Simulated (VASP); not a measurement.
Set up this calculation in VASP 6.6.1, as the native input.

* Task: single point
* Functional: PBE
* Potentials or basis: VASP PAW PBE potentials, release 64 (Be, Sb, Si)
* Cutoff: 520 eV
* k mesh: 6 × 6 × 2
* Occupations: fermi-dirac, width 0.02 eV
* Spin: no spin polarisation
* Dipole correction: no
* Further INCAR settings: ALGO = Normal; EDIFF = 1e-06; NBANDS = 26

The structure of BeSiSb2 lies in POSCAR:

```
BeSiSb2
1.0
    4.1995761967      0.0000000000      0.0000000000
    0.0000000000      4.1995761967      0.0000000000
    0.0000000000      0.0000000000     11.4679413808
Be Sb Si
2 4 2
Direct
    0.5000000000      0.0000000000      0.8884007194
    0.0000000000      0.5000000000      0.1115992806
    0.5000000000      0.5000000000      0.0000000000
    0.0000000000      0.0000000000      0.2222812120
    0.5000000000      0.5000000000      0.5000000000
    0.0000000000      0.0000000000      0.7777187880
    0.5000000000      0.0000000000      0.3600297734
    0.0000000000      0.5000000000      0.6399702266
```

One way to write it, as run:

INCAR

```
  PREC = Accurate
  ENCUT = 520
  EDIFF = 1E-6
  ISMEAR = -1
  SIGMA = 0.02
  LREAL = False
  LASPH = True
  NELM = 80
  ALGO = Normal
  ISIF = 2
  LWAVE = False
  LCHARG = True
  GGA = PE
  LELF = True
  LVHAR = True
  NBANDS = 26
```

KPOINTS

```
Automatic mesh
0
Gamma
  6 6 2
```

Potentials or basis: VASP PAW PBE potentials, release 64 (Be, Sb, Si).

Run with:

```console
$ cat potpaw_PBE.64/Be/POTCAR potpaw_PBE.64/Sb/POTCAR potpaw_PBE.64/Si/POTCAR > POTCAR
$ mpirun -np 1 vasp_std > vasp.out
```

Results of the run:

* Pressure: 0.2 GPa
* Largest force: 0.030 eV/Å
* Band gap on the k mesh: zero (bands 16 and 17 overlap by 0.15 eV)

Caveat: semilocal functionals underestimate gaps, and a narrow one can read as zero; spin-orbit coupling is left out, which moves the levels of the heavy elements.

It took 52 s on 1 thread of Intel(R) Xeon(R) 6975P-C (Granite Rapids) (shared host), peak memory 0.34 GiB.
